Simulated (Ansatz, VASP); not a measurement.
# SnO2 in VASP and in Ansatz

Contents of POSCAR:

```
SnO2
1.0
    1.6817767982      0.9709742872      4.9926162874
   -1.6817767982      0.9709742872      4.9926162874
    0.0000000000     -1.9419485744      4.9926162874
Sn O
1 2
Direct
    0.5000000000      0.5000000000      0.5000000000
    0.2371700000      0.2371700000      0.2371700000
    0.7628300000      0.7628300000      0.7628300000
```

File INCAR.step1:

```
SYSTEM = SnO2
  ALGO = Normal
  EDIFF = 1E-4
  ENCUT = 520
  GGA = PE
  ISMEAR = 0
  LASPH = .TRUE.
  LCHARG = .FALSE.
  LREAL = .FALSE.
  LWAVE = .TRUE.
  NBANDS = 20
  NELM = 60
  PREC = Accurate
  SIGMA = 0.05
```

File INCAR.step2:

```
SYSTEM = SnO2
  ALGO = Normal
  EDIFF = 1E-7
  ENCUT = 520
  ISIF = 2
  ISMEAR = 0
  ISTART = 1
  LASPH = .TRUE.
  LCHARG = .FALSE.
  LMIXTAU = .TRUE.
  LREAL = .FALSE.
  LWAVE = .FALSE.
  METAGGA = R2SCAN
  NBANDS = 20
  NELM = 60
  PREC = Accurate
  SIGMA = 0.05
```

Contents of KPOINTS:

```
k-points
0
G
  12 12 12
  0 0 0
```

Input for Ansatz:

```yaml
crystal:
  lattice:
    - [1.6817767982, 0.9709742872, 4.9926162874]
    - [-1.6817767982, 0.9709742872, 4.9926162874]
    - [0.0, -1.9419485744, 4.9926162874]
  atoms:
    - { symbol: Sn, position: [0.5, 0.5, 0.5] }
    - { symbol: O, position: [0.23717, 0.23717, 0.23717] }
    - { symbol: O, position: [0.76283, 0.76283, 0.76283] }
basis:
  ecutwfc: 500
kpoints:
  mp_grid: { grid: [12, 12, 12] }
hamiltonian:
  xc: r2scan
scf:
  occupations: { method: gaussian, width: 0.05 }
output:
  forces: true
  stress: true
  eigenvalues: true
```

Change from the starting cell: strain +0.040 along x and y, +0.040 along z, atoms carried along.

Alike in both runs: task single point; functional r2SCAN; k mesh 12 × 12 × 12; occupations gaussian, width 0.05 eV; no spin polarisation.

```csv
,VASP,Ansatz
version,VASP 6.6.1,Ansatz 0.2.0
potentials or method,"VASP PAW PBE potentials, release 64 (Sn_d, O), cutoff 520 eV","scalar-relativistic, plane waves, PAW"
valence electrons in the cell,26,26
```

|  | VASP | Ansatz | Ansatz less VASP |
| --- | --- | --- | --- |
| gap on the k mesh at the Fermi level (eV) | 1.68 | 1.69 | +0.013 |
| least direct gap on the mesh (eV) | 1.73 | 1.74 | +0.011 |
| pressure (GPa) | -18.4 | -19.0 | -0.60 |
| traceless stress, the component that is largest in VASP (GPa) | 5.80 | 6.18 | +0.376 |
| rms of the force components (eV/Å) | 0.733 | 0.762 | +0.0286 |

VASP's potentials were made for PBE, not for r2SCAN. Atom by atom the forces differ by 0.029 eV/Å (rms over components). The functional is the same, so the differences come from potentials, cutoffs and numerics.
